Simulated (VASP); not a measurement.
**Rh: single point with PBE**

Rh:

```
CELL_PARAMETERS angstrom
2.73098 0.00000 0.00000
-1.36549 2.36510 0.00000
0.00000 0.00000 4.42849
ATOMIC_POSITIONS crystal
Rh 0.66667 0.33333 0.75000
Rh 0.33333 0.66667 0.25000
```

```yaml
Program: VASP 6.6.1
Task: single point
Functional: PBE
Potentials_or_basis: VASP PAW PBE potentials, release 64 (Rh_pv)
Cutoff: 500 eV
k_mesh: 2 × 5 × 2, shifted
Occupations: gaussian, width 0.1 eV
Spin: no spin polarisation
```

* Pressure: -8.0 GPa
* Largest force: 0.268 eV/Å
* Band gap on the k mesh: zero (band 15 reaches 10.83 eV, above the bottom of band 16 at 10.29 eV)

Forces in eV/Å, atoms in the order of the input:
```
Rh  -0.245 -0.110  0.000
Rh   0.245  0.110  0.000
```

Stress tensor (GPa, compression positive):
```
  2.24   1.90   0.00
  1.90  -9.19   0.00
  0.00   0.00 -16.98
```

Levels at points of the mesh, in eV from the Fermi level:
| k point | band 12 | band 13 | band 14 | band 15 | band 16 | band 17 | band 18 | band 19 |
| --- | --- | --- | --- | --- | --- | --- | --- | --- |
| (0.25, 0.10, 0.25) | -1.86 | -1.48 | -0.54 | -0.06 | 0.19 | 0.94 | 4.67 | 12.18 |

Run time: 12 s on 1 thread of Intel Xeon 8259CL, on a shared host, peak memory 0.13 GiB.

Caveat: the k points lie up to 1.33 Å⁻¹ apart.
